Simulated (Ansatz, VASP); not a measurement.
**Si2C in VASP and in Ansatz**

```xyz
6
Lattice="4.8418 0.0000 0.0000 2.4209 4.2144 0.0000 2.1253 1.4048 4.2348" Properties=species:S:1:pos:R:3 pbc="T T T"
Si    3.8893    2.8096    2.1178
Si    1.4684    1.4048    2.1178
Si    5.4986    2.8096    2.1170
Si    7.9195    4.2144    2.1170
C     6.3102    4.2144    2.1178
C     3.0777    1.4048    2.1170
```

Alike in both runs: task single point; functional PBE; k mesh 4 × 4 × 4; occupations gaussian, width 0.1 eV; collinear spin.

|  | VASP | Ansatz |
| --- | --- | --- |
| version | VASP 6.6.1 | Ansatz 0.2.0 |
| potentials or method | VASP PAW PBE potentials, release 64 (Si, C), cutoff 520 eV | scalar-relativistic, plane waves, PAW |
| valence electrons in the cell | 24 | 24 |

|  | VASP | Ansatz | Ansatz less VASP |
| --- | --- | --- | --- |
| gap on the k mesh at the Fermi level (eV) | none | none | - |
| rms of the force components (eV/Å) | 11.374 | 11.382 | +0.0076 |
| net moment per atom (μB) | 0.00 | 0.00 | 0.000 |

Atom by atom the forces differ by 0.012 eV/Å (rms over components). A gap of «none» marks a metal or a gap that the smearing closes. With one functional, cell and mesh, what is left measures potentials, basis and numerics. Ansatz's warnings: seeded moment not kept.

The k mesh is coarse, so the values compare programs but aren't converged.
